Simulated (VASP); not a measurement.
A run of VASP 6.6.1 is set up as follows.

File POSCAR:

```
KScSe2
1.0
    4.1356727319      0.0000000000      0.0000000000
    0.0000000000      4.1356727319      0.0000000000
    0.0000000000      0.0000000000     12.0652929589
K Se Sc
2 4 2
Direct
    0.5000000000      0.0000000000      0.8891082168
    0.0000000000      0.5000000000      0.1108917832
    0.5000000000      0.0000000000      0.1747567390
    0.0000000000      0.5000000000      0.3978283753
    0.5000000000      0.0000000000      0.6021716247
    0.0000000000      0.5000000000      0.8252432610
    0.5000000000      0.0000000000      0.3746775327
    0.0000000000      0.5000000000      0.6253224673
```

Contents of INCAR.step1:

```
SYSTEM = KScSe2
PREC = Accurate
ENCUT = 520
ISMEAR = 0
SIGMA = 0.01
LREAL = .False.
LASPH = .True.
NELM = 60
NBANDS = 42
GGA = PE
ALGO = Normal
EDIFF = 1E-4
LWAVE = .True.
LCHARG = .False.
```

The input INCAR.step2:

```
SYSTEM = KScSe2
PREC = Accurate
ENCUT = 520
EDIFF = 1E-6
ISMEAR = 0
SIGMA = 0.01
LREAL = .False.
LASPH = .True.
NELM = 60
ALGO = Normal
ISIF = 2
LWAVE = .False.
LCHARG = .False.
METAGGA = R2SCAN
LMIXTAU = .True.
NBANDS = 42
ISTART = 1
```

KPOINTS

```
regular mesh
0
Gamma
  6 6 2
  0 0 0
```

Potentials or basis: VASP PAW PBE potentials, release 64 (K_sv, Se, Sc_sv).

The run is started by

```bash
$ cat potpaw_PBE.64/K_sv/POTCAR potpaw_PBE.64/Se/POTCAR potpaw_PBE.64/Sc_sv/POTCAR > POTCAR
$ cp INCAR.step1 INCAR
$ mpirun -np 1 vasp_std > vasp.out
$ cp INCAR.step2 INCAR
$ mpirun -np 1 vasp_std > vasp.out
```

Problem. Estimate the band gap on the k mesh.

Solution. 0.61 eV.

Problem. What does it give for the pressure?

Solution. 1.8 GPa.

Problem. What does it give for the largest force?

Solution. 0.268 eV/Å.

Stress tensor (GPa, compression positive):
```
1.46 0.00 0.00
0.00 1.46 0.00
0.00 0.00 2.49
```

Caveat: the PAW data sets were made with another functional, which shifts forces and pressure a little. A k mesh can miss the band edges.
